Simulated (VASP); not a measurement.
Wanted: the native input for a VASP 6.6.1 run.

* Task: single point
* Functional: PBE
* Dispersion: D3(BJ)
* Potentials or basis: VASP PAW PBE potentials, release 64 (C, H)
* Cutoff: 520 eV
* k mesh: 6 × 6 × 1
* Occupations: gaussian, width 0.1 eV
* Spin: no spin polarisation
* Dipole correction: yes
* Further INCAR settings: ALGO = Normal; EDIFF = 1e-06; NBANDS = 28

The structure of HC4 lies in POSCAR:

```
HC4
1.0
    4.9314011428      0.0000000001      0.0000000000
   -2.4657005715      4.2707186659      0.0000000000
    0.0000000000      0.0000000000     18.0000000000
C H
8 2
Direct
    0.1666666667      0.3333333333      0.2222222222
    0.1666666667      0.8333333333      0.2222222222
    0.6666666667      0.3333333333      0.2222222222
    0.6666666667      0.8333333333      0.2222222222
    0.3333333333      0.1666666667      0.2222222222
    0.3333333333      0.6666666667      0.2222222222
    0.8333333333      0.1666666667      0.2222222222
    0.8333333333      0.6666666667      0.2222222222
    0.1568211181      0.1568221095      0.3005555556
    0.3431788819      0.3431778905      0.3005555556
```

One way to write it, as run:

INCAR

```
PREC = Accurate
ENCUT = 520
EDIFF = 1E-6
ISMEAR = 0
SIGMA = 0.1
LREAL = False
LASPH = True
NELM = 100
ALGO = Normal
ISIF = 2
LWAVE = False
LCHARG = True
LDIPOL = True
IDIPOL = 3
DIPOL = 0.5 0.5 0.238
GGA = PE
IVDW = 12
LELF = True
LVHAR = True
LVACPOTAV = True
NBANDS = 28
```

KPOINTS

```
Automatic mesh
0
Gamma
  6 6 1
```

Potentials or basis: VASP PAW PBE potentials, release 64 (C, H).

Command:

```console
$ cat potpaw_PBE.64/C/POTCAR potpaw_PBE.64/H/POTCAR > POTCAR
$ mpirun -np 1 vasp_std > vasp.out
```

It gave:

```json
{
  "Largest force": "5.016 eV/Å",
  "Band gap on the k mesh": "0.76 eV (least direct gap 0.90 eV)",
  "Dispersion energy per atom": "-0.086 eV"
}
```

It took 4.8 min on 1 thread of Intel(R) Xeon(R) Platinum 8259CL CPU @ 2.50GHz (Skylake/Cascade Lake), on a shared host, peak memory 0.53 GiB.
